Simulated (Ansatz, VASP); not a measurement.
One calculation of Al2InAs3, two programs

```
CELL_PARAMETERS angstrom
-2.07507 2.07507 8.83075
2.07507 -2.07507 8.83075
2.07507 2.07507 -8.83075
ATOMIC_POSITIONS crystal
Al 0.67066 0.67066 0.00000
Al 0.32934 0.32934 0.00000
In 0.00000 0.00000 0.00000
As 0.90730 0.40730 0.50000
As 0.25000 0.75000 0.50000
As 0.59270 0.09270 0.50000
```

Alike in both runs: functional PBE; k mesh 10 × 10 × 10; occupations gaussian, width 0.02 eV; no spin polarisation.

Ansatz relaxed the structure, and its values are those at the end. VASP's run is a single point on that final structure, the one shown.

|  | VASP | Ansatz |
| --- | --- | --- |
| version | VASP 6.6.1 | Ansatz 0.2.0 |
| potentials or method | VASP PAW PBE potentials, release 64 (Al, In_d, As), cutoff 520 eV | scalar-relativistic, plane waves, PAW |
| valence electrons in the cell | 34 | 64 |

|  | VASP | Ansatz | Ansatz less VASP |
| --- | --- | --- | --- |
| gap on the k mesh at the Fermi level (eV) | 0.84 | 0.84 | -0.003 |
| least direct gap on the mesh (eV) | 0.84 | 0.84 | -0.003 |
| pressure (GPa) | 0.1 | 0.0 | -0.11 |

The functional is the same, so the differences come from potentials, cutoffs and numerics. VASP's potentials hold 34 valence electrons a cell and Ansatz's 64, so a difference there can come from the potentials and not from the codes.
